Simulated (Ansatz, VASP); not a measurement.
**Two plane-wave programs on Pd**

INCAR

```
SYSTEM = Pd
PREC = Accurate
ENCUT = 500
EDIFF = 1E-6
ISMEAR = -1
SIGMA = 0.05
LREAL = .FALSE.
LASPH = .TRUE.
NELM = 200
ALGO = Normal
ISIF = 2
LWAVE = .FALSE.
LCHARG = .TRUE.
ISPIN = 2
MAGMOM = 0.5 0.5 0.5 0.5 0.5 0.5 0.5 0.5
LORBIT = 11
LMAXMIX = 4
GGA = PE
LELF = .TRUE.
LVHAR = .TRUE.
NBANDS = 54
GGA_COMPAT = .FALSE.
```

KPOINTS

```
regular mesh
0
G
  7 7 7
  0 0 0
```

Contents of POSCAR:

```
Pd
1.0
    5.0145131746      0.0000000000      0.0000000000
    0.0000000000      5.0145131746      0.0000000000
    0.0000000000      0.0000000000      5.0145131746
Pd
8
Direct
    1.0000000000      0.0000000000      0.0000000000
    0.5000000000      0.5000000000      0.5000000000
    0.2500000000      0.0000000000      0.5000000000
    0.7500000000      1.0000000000      0.5000000000
    0.5000000000      0.2500000000      1.0000000000
    0.5000000000      0.7500000000      1.0000000000
    0.0000000000      0.5000000000      0.2500000000
    0.0000000000      0.5000000000      0.7500000000
```

Input for Ansatz:

```yaml
crystal:
  lattice:
    - [5.0145131746, 0.0, 0.0]
    - [0.0, 5.0145131746, 0.0]
    - [0.0, 0.0, 5.0145131746]
  atoms:
    - { symbol: Pd, position: [1.0, 0.0, 0.0], spin: 0.5 }
    - { symbol: Pd, position: [0.5, 0.5, 0.5], spin: 0.5 }
    - { symbol: Pd, position: [0.25, 0.0, 0.5], spin: 0.5 }
    - { symbol: Pd, position: [0.75, 1.0, 0.5], spin: 0.5 }
    - { symbol: Pd, position: [0.5, 0.25, 1.0], spin: 0.5 }
    - { symbol: Pd, position: [0.5, 0.75, 1.0], spin: 0.5 }
    - { symbol: Pd, position: [0.0, 0.5, 0.25], spin: 0.5 }
    - { symbol: Pd, position: [0.0, 0.5, 0.75], spin: 0.5 }
hamiltonian:
  xc: pbe
  pseudopotentials:
    kind: paw
    azcp:
      Pd: "pseudopotentials/Pd.paw.azcp"
basis:
  ecutwfc: 420
  fft_grid_basis: typed
kpoints:
  mp_grid: { grid: [7, 7, 7], shift: [0, 0, 0] }
magnetization:
  spin_polarized: true
scf:
  occupations: { method: fermi_dirac, width: 0.05 }
```

Alike in both runs: task single point; functional PBE; k mesh 7 × 7 × 7; occupations fermi-dirac, width 0.05 eV; collinear spin.

|  | VASP | Ansatz |
| --- | --- | --- |
| version | VASP 6.6.1 | Ansatz 0.2.0 |
| potentials or method | VASP PAW PBE potentials, release 64 (Pd), cutoff 500 eV | plane waves (420 eV) with PAW, scalar-relativistic |
| valence electrons in the cell | 80 | 144 |

|  | VASP | Ansatz | Ansatz less VASP |
| --- | --- | --- | --- |
| net moment per atom (μB) | 0.00 | 0.00 | 0.000 |

With one functional, cell and mesh, what is left measures potentials, basis and numerics. VASP's potentials hold 80 valence electrons a cell and Ansatz's 144, so a difference there can come from the potentials and not from the codes. Ansatz's warnings: seeded moment not kept.
